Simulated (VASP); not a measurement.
Wanted: the native input for a VASP 6.6.1 run.

| Quantity | Value |
| --- | --- |
| Task | relaxation of cell and atoms |
| Functional | LDA |
| Potentials or basis | VASP PAW LDA potentials, release 64 (Hf_pv) |
| Cutoff | 600 eV |
| k mesh | 15 × 15 × 8 |
| Occupations | fermi-dirac, width 0.15 eV |
| Spin | no spin polarisation |
| Dipole correction | no |
| Further INCAR settings | ALGO = Normal; EDIFF = 1e-06; IBRION = 2; EDIFFG = -0.001; NSW = 80; ISIF = 3 |

The structure of Hf lies in POSCAR:

```
Hf
1.0
    3.1207522529      0.0000000000      0.0000000000
   -1.5603761265      2.7026507299      0.0000000000
    0.0000000000      0.0000000000      4.9387786700
Hf
2
Direct
    0.3333333333      0.6666666667      0.2500000000
    0.6666666667      0.3333333333      0.7500000000
```

The input as run:

INCAR

```
ALGO = Normal
EDIFF = 1E-6
EDIFFG = -0.001
ENCUT = 600
GGA = CA
IBRION = 2
ISIF = 3
ISMEAR = -1
LASPH = T
LCHARG = F
LREAL = F
LWAVE = F
NELM = 80
NSW = 80
PREC = Accurate
SIGMA = 0.15
```

KPOINTS

```
k-points
0
Gamma
  15 15 8
```

Potentials or basis: VASP PAW LDA potentials, release 64 (Hf_pv).

Run with:

```sh
$ cat potpaw_LDA.64/Hf_pv/POTCAR > POTCAR
$ mpirun -np 1 vasp_std > vasp.out
```

It gave:

The relaxed volume is 20.87 Å³/atom, the relaxed cell is a = 3.117 Å, b = 3.117 Å, c = 4.960 Å, α = 90.00°, β = 90.00°, γ = 120.00° and the space group after relaxing (to 0.1 Å) is P6_3/mmc (No. 194). The energy gained by relaxing is 0.2 meV/atom. The ionic steps are 5 and the pressure after relaxing is 0.0 GPa. The band gap on the k mesh is zero (bands 10 and 11 overlap by 1.55 eV).

Caveat: spin-orbit coupling is left out, which moves the levels of the heavy elements.

It took 3.8 min on 1 thread of Intel(R) Xeon(R) Platinum 8375C CPU @ 2.90GHz (Ice Lake), on a shared host, peak memory 0.22 GiB.
